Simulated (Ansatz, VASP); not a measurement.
# Two plane-wave programs on Ag

```
Ag
1.0
     0.00000    1.94094    1.94094
     1.94094    0.00000    1.94094
     1.94094    1.94094    0.00000
Ag
1
Direct
  0.00000 0.00000 0.00000
```

Change from the starting cell: strain -0.050 along x and y, -0.050 along z, atoms carried along.

Alike in both runs: task single point; functional PBEsol; k mesh 20 × 20 × 20; occupations gaussian, width 0.15 eV; no spin polarisation.

|  | VASP | Ansatz |
| --- | --- | --- |
| version | VASP 6.6.1 | Ansatz 0.2.0 |
| potentials or method | VASP PAW PBE potentials, release 64 (Ag), cutoff 520 eV | scalar-relativistic, plane waves, PAW |
| valence electrons in the cell | 11 | 19 |

VASP gave:

| Item | Value |
| --- | --- |
| gap on the k mesh at the Fermi level (eV) | none |
| pressure (GPa) | 21.9 |

Question: Which values does Ansatz return?

Answer: gap on the k mesh at the Fermi level (eV): none; pressure (GPa): 22.4.

VASP's potentials were made for PBE, not for PBEsol. A gap of «none» marks a metal or a gap that the smearing closes. VASP's potentials hold 11 valence electrons a cell and Ansatz's 19, so a difference there can come from the potentials and not from the codes.
